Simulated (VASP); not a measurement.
The system is TiTe2.

```xyz
3
Lattice="3.7770 0.0000 0.0000 -1.8885 3.2710 0.0000 0.0000 0.0000 6.4980" Properties=species:S:1:pos:R:3 pbc="T T T"
Te    0.0000    2.1807    4.7903
Te    1.8885    1.0903    1.7077
Ti    0.0000    0.0000    0.0000
```

Base run:

- Program: VASP 6.6.1
- Functional: PBEsol
- Potentials or basis: VASP PAW PBE potentials, release 64 (Te, Ti_sv)
- Cutoff: 520 eV
- k mesh: 8 × 8 × 4
- Occupations: fermi-dirac, width 0.05 eV
- Spin: no spin polarisation
- Hubbard terms: Ti d U = 8.0 eV

Its results: band gap on the k mesh zero (band 12 reaches 7.92 eV, above the bottom of band 13 at 7.38 eV); pressure 3.3 GPa; largest force 0.242 eV/Å.

Q: After a change of settings the same cell gave: band gap on the k mesh zero (band 12 reaches 7.26 eV, above the bottom of band 13 at 6.59 eV); pressure -1.0 GPa; largest force 0.029 eV/Å. Which change was it?
A. hubbard terms from Ti d U = 8.0 eV to Ti d U = 2.0 eV
B. functional from PBEsol to r2SCAN; hubbard terms from Ti d U = 8.0 eV to none
C. hubbard terms from Ti d U = 8.0 eV to Ti d U = 5.0 eV

A: A.

Caveats: the PAW data sets were made with another functional, which shifts forces and pressure a little; spin-orbit coupling is left out, which moves the levels of the heavy elements; this functional lacks dispersion, which binds the layers, so the pressure and a relaxed spacing across them are unreliable; U without spin polarisation on a metal has little footing; the U is typed as a test and isn't derived for this compound.
